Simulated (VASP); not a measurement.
Here is a VASP 6.6.1 calculation.

The input INCAR:

```
SYSTEM = Si32HC32
PREC = Accurate ; ENCUT = 520
EDIFF = 1E-7 ; ISMEAR = -1
SIGMA = 0.05 ; LREAL = Auto
LASPH = .True. ; NELM = 150
ALGO = Normal ; ISIF = 2
LWAVE = .False. ; LCHARG = .False.
ISPIN = 2 ; MAGMOM = 0 0 0 0 0 0 0.091 0.091 0 0 0 0 0 0 0 0 0 0 0 0.091 0 0 0 0.091 0 0 0 0 0 0.091 0 0.091 0 0 0 0 0 0 0 0.091 0 0.091 0 0 0 0 0 0 0 0 0 0.091 0 0 0 0 0 0 0 0 0 0.091 0 0 0.091
LORBIT = 11 ; GGA = PS
NBANDS = 170 ; ISYM = 0
```

File KPOINTS:

```
Automatic mesh
0
Gamma
  1 1 1
  0.25 0.25 0.25
```

Contents of POSCAR:

```
Si32HC32
1.0
    8.7137060000      0.0000000000      0.0000000000
    0.0000000000      8.7137060000      0.0000000000
    0.0000000000      0.0000000000      8.7137060000
Si C H
32 32 1
Direct
    0.9985890000      0.9976760000      0.9975370000
    0.9985150000      0.9976110000      0.4974560000
    0.9991900000      0.4971390000      0.9979230000
    0.9986210000      0.4973810000      0.4974350000
    0.4980420000      0.9982910000      0.9979200000
    0.4983350000      0.9977030000      0.4974480000
    0.4983190000      0.4973840000      0.9977420000
    0.4980630000      0.4971490000      0.4968760000
    0.2483230000      0.2474320000      0.9976860000
    0.2483050000      0.2474250000      0.4974600000
    0.2476880000      0.7479140000      0.9979410000
    0.2483340000      0.7476320000      0.4974910000
    0.7487610000      0.2468380000      0.9979140000
    0.7485280000      0.2474290000      0.4974860000
    0.7485060000      0.7476740000      0.9977220000
    0.7487830000      0.7479110000      0.4968360000
    0.2483000000      0.9976100000      0.2476650000
    0.2482870000      0.9976980000      0.7474860000
    0.2482730000      0.4973940000      0.2477780000
    0.2477180000      0.4971610000      0.7472240000
    0.7483760000      0.9976830000      0.2477480000
    0.7487530000      0.9982940000      0.7472070000
    0.7487540000      0.4971540000      0.2483330000
    0.7485400000      0.4973440000      0.7474740000
    0.9985200000      0.2474150000      0.2476750000
    0.9986040000      0.2473940000      0.7474590000
    0.9985790000      0.7475090000      0.2477280000
    0.9992070000      0.7478790000      0.7472060000
    0.4983120000      0.2474000000      0.2477670000
    0.4980860000      0.2468550000      0.7472340000
    0.4980560000      0.7478850000      0.2483440000
    0.4982930000      0.7477200000      0.7474810000
    0.1236580000      0.1227030000      0.1228780000
    0.1236810000      0.1227220000      0.6226780000
    0.1236650000      0.6227310000      0.1232090000
    0.1236990000      0.6227640000      0.6224190000
    0.6236700000      0.1227110000      0.1232180000
    0.6237420000      0.1227300000      0.6224120000
    0.6236110000      0.6226650000      0.1256100000
    0.6236860000      0.6227290000      0.6202340000
    0.3733430000      0.3723930000      0.1232440000
    0.3735530000      0.3725850000      0.6226700000
    0.3735610000      0.8727640000      0.1228540000
    0.3733610000      0.8731420000      0.6225060000
    0.8737260000      0.3726100000      0.1228460000
    0.8740980000      0.3723730000      0.6224780000
    0.8740400000      0.8731010000      0.1231890000
    0.8737380000      0.8727650000      0.6226880000
    0.3735490000      0.1227290000      0.3728140000
    0.3732850000      0.1227260000      0.8728710000
    0.3732870000      0.6227700000      0.3728210000
    0.3711020000      0.6227530000      0.8728340000
    0.8737390000      0.1227020000      0.3727940000
    0.8740840000      0.1227060000      0.8728010000
    0.8740900000      0.6227280000      0.3727830000
    0.8764770000      0.6226420000      0.8727580000
    0.1236820000      0.3725800000      0.3728080000
    0.1236870000      0.3723300000      0.8728580000
    0.1236570000      0.8727970000      0.3727880000
    0.1236760000      0.8731260000      0.8728190000
    0.6237280000      0.3723250000      0.3728190000
    0.6236920000      0.3701650000      0.8728200000
    0.6236860000      0.8731400000      0.3727940000
    0.6235940000      0.8755430000      0.8727590000
    0.6242820000      0.6233260000      0.8736980000
```

Potentials or basis: VASP PAW PBE potentials, release 64 (Si, C, H).

The run is started by

```console
$ cat potpaw_PBE.64/Si/POTCAR potpaw_PBE.64/C/POTCAR potpaw_PBE.64/H/POTCAR > POTCAR
$ mpirun -np 1 vasp_std > vasp.out
```

Q: What does it give for the net moment?

A: 0.99 μB per cell.

Q: What does it give for the band gap on the k mesh?

A: 0.60 eV.

Stress tensor (GPa, compression positive):
```
 0.99 -0.13 -0.11
-0.13  0.99 -0.14
-0.11 -0.14  0.99
```

Caveat: the PAW data sets were made with another functional, which shifts forces and pressure a little.
